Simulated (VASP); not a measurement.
# InSb: single point with PBE

The system is InSb.

```
CELL_PARAMETERS angstrom
0.00000 3.31661 3.31661
3.31661 0.00000 3.31661
3.31661 3.31661 0.00000
ATOMIC_POSITIONS crystal
In 0.00000 0.00000 0.00000
Sb 0.25000 0.25000 0.25000
```

```json
{
  "Program": "VASP 6.6.1",
  "Task": "single point",
  "Functional": "PBE",
  "Potentials or basis": "VASP PAW PBE potentials, release 64 (In_d, Sb)",
  "Cutoff": "500 eV",
  "k mesh": "4 × 4 × 4",
  "Occupations": "gaussian, width 0.1 eV",
  "Spin": "no spin polarisation"
}
```

The pressure is 0.4 GPa. The band gap on the k mesh is zero (filled and empty bands touch).

Levels at points of the mesh, in eV from the Fermi level:
```
           k point  band 6  band 7  band 8  band 9  band 10  band 11  band 12  band 13
(0.00, 0.00, 0.00)  -10.32   -0.62   -0.03   -0.03    -0.03     2.91     2.91     2.91
(0.50, 0.00, 0.00)   -9.12   -5.35   -0.94   -0.94     0.38     3.75     3.75     6.08
(0.50, 0.50, 0.00)   -8.59   -5.67   -2.08   -2.08     1.32     1.42     7.69     7.69
```

Wall time 9.1 s on 1 thread of Intel(R) Xeon(R) 6975P-C (Granite Rapids), on a shared host, peak memory 0.2 GiB.

Caveat: the k points lie up to 0.41 Å⁻¹ apart; spin-orbit coupling is left out, which moves the levels of the heavy elements.
